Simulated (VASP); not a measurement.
Wanted: the native input for a VASP 6.6.1 run.

| Item | Value |
| --- | --- |
| Task | single point |
| Functional | r2SCAN |
| Potentials or basis | VASP PAW PBE potentials, release 64 (Hf_pv, N) |
| Cutoff | 520 eV |
| k mesh | 11 × 11 × 11 |
| Occupations | fermi-dirac, width 0.1 eV |
| Spin | no spin polarisation |
| Dipole correction | no |
| Further INCAR settings | ALGO = Normal; EDIFF = 1e-06; NBANDS = 14 |

The system is HfN.

```
Hf N
1.0
     0.00000    2.30746    2.30746
     2.30746    0.00000    2.30746
     2.30746    2.30746    0.00000
Hf N
1 1
Direct
  0.00000 0.00000 0.00000
  0.50000 0.50000 0.50000
```

One way to write it, as run:

POSCAR

```
HfN
1.0
    0.0000000000      2.3074573787      2.3074573787
    2.3074573787      0.0000000000      2.3074573787
    2.3074573787      2.3074573787      0.0000000000
Hf N
1 1
Direct
    0.0000000000      0.0000000000      0.0000000000
    0.5000000000      0.5000000000      0.5000000000
```

INCAR.step1

```
  PREC = Accurate
  ENCUT = 520
  ISMEAR = -1
  SIGMA = 0.1
  LREAL = F
  LASPH = T
  NELM = 60
  NBANDS = 14
  GGA = PE
  ALGO = Normal
  EDIFF = 1E-4
  LWAVE = T
  LCHARG = F
```

INCAR.step2

```
  PREC = Accurate
  ENCUT = 520
  EDIFF = 1E-6
  ISMEAR = -1
  SIGMA = 0.1
  LREAL = F
  LASPH = T
  NELM = 60
  ALGO = Normal
  ISIF = 2
  LWAVE = F
  LCHARG = T
  METAGGA = R2SCAN
  LMIXTAU = T
  LELF = T
  LVHAR = T
  NBANDS = 14
  ISTART = 1
```

KPOINTS

```
regular mesh
0
Gamma
  11 11 11
```

Potentials or basis: VASP PAW PBE potentials, release 64 (Hf_pv, N).

The run is started by

```console
$ cat potpaw_PBE.64/Hf_pv/POTCAR potpaw_PBE.64/N/POTCAR > POTCAR
$ cp INCAR.step1 INCAR
$ mpirun -np 1 vasp_std > vasp.out
$ cp INCAR.step2 INCAR
$ mpirun -np 1 vasp_std > vasp.out
```

It gave:

The pressure is -17.0 GPa.

Caveat: the PAW data sets were made with another functional, which shifts forces and pressure a little.

Run time: 100 s on 1 thread of AMD EPYC 7R43 64-Core Processor (Zen 3) (shared host), peak memory 0.12 GiB.
